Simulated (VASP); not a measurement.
Wanted: the native input for a VASP 6.6.1 run.

```yaml
Task: single point
Functional: PBE
Dispersion: D3(BJ)
Potentials_or_basis: VASP PAW PBE potentials, release 64 (Pb_d, S)
Cutoff: 520 eV
k_mesh: 10 × 10 × 10
Occupations: gaussian, width 0.03 eV
Spin: no spin polarisation
Dipole_correction: no
Further_INCAR_settings: ALGO = Normal; EDIFF = 1e-06; NBANDS = 17
```

The structure of PbS lies in POSCAR:

```
PbS
1.0
    0.0000000000      3.1132500000      3.1132500000
    3.1132500000      0.0000000000      3.1132500000
    3.1132500000      3.1132500000      0.0000000000
Pb S
1 1
Direct
    0.0000000000      0.0000000000      0.0000000000
    0.5000000000      0.5000000000      0.5000000000
```

This cell differs from its parent crystal: strain +0.050 along x and y, +0.050 along z.

One way to write it, as run:

INCAR

```
SYSTEM = PbS
ALGO = Normal
EDIFF = 1E-6
ENCUT = 520
GGA = PE
ISIF = 2
ISMEAR = 0
IVDW = 12
LASPH = .TRUE.
LCHARG = .FALSE.
LREAL = .FALSE.
LWAVE = .FALSE.
NBANDS = 17
NELM = 60
PREC = Accurate
SIGMA = 0.03
```

KPOINTS

```
k-points
0
G
  10 10 10
  0 0 0
```

Potentials or basis: VASP PAW PBE potentials, release 64 (Pb_d, S).

Launch:

```bash
$ cat potpaw_PBE.64/Pb_d/POTCAR potpaw_PBE.64/S/POTCAR > POTCAR
$ mpirun -np 1 vasp_std > vasp.out
```

Results of the run:

| Item | Value |
| --- | --- |
| Pressure | -4.3 GPa |
| Band gap on the k mesh | 0.79 eV |
| Dispersion energy per atom | -0.320 eV |

Caveat: the cell differs from its parent crystal (strain +0.050 along x and y, +0.050 along z); the cell stands under tension; spin-orbit coupling is left out, which moves the levels of the heavy elements.

Wall time 93 s on 1 thread of Intel Xeon 8259CL (shared host), peak memory 0.23 GiB.
